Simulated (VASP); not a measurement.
Here is a VASP 6.6.1 calculation.

Contents of INCAR:

```
ALGO = Normal
EDIFF = 1E-6
ENCUT = 520
GGA = PE
ISIF = 2
ISMEAR = 0
ISPIN = 2
IVDW = 12
LASPH = True
LCHARG = False
LMAXMIX = 4
LORBIT = 11
LREAL = False
LWAVE = False
MAGMOM = 0.38 0 0
NBANDS = 24
NELM = 150
PREC = Accurate
SIGMA = 0.1
```

KPOINTS

```
k-points
0
Gamma
  12 12 10
```

POSCAR

```
RuS2
1.0
    3.3787937723      0.0000000000      0.0000000000
   -1.6893968862      2.9261212410      0.0000000000
    0.0000000000      0.0000000000      4.8996551840
Ru S
1 2
Direct
    0.0000000000      0.0000000000      0.0000000000
    0.6666666667      0.3333333333      0.7286947942
    0.3333333333      0.6666666667      0.2713052058
```

Potentials or basis: VASP PAW PBE potentials, release 64 (Ru_pv, S).

Run with:

```sh
$ cat potpaw_PBE.64/Ru_pv/POTCAR potpaw_PBE.64/S/POTCAR > POTCAR
$ mpirun -np 1 vasp_std > vasp.out
```

Estimate the pressure.

-0.2 GPa.

Estimate the dispersion energy per atom.

-0.426 eV.

What does it give for the largest force?

0.019 eV/Å.

What does it give for the site moments?

Ru +0.36; S +0.03 μB.

Forces on the atoms (eV/Å):
```
Ru   0.000  0.000  0.000
S    0.000  0.000  0.019
S    0.000  0.000 -0.019
```

Caveat: a moment this small can come from the mesh or the smearing.
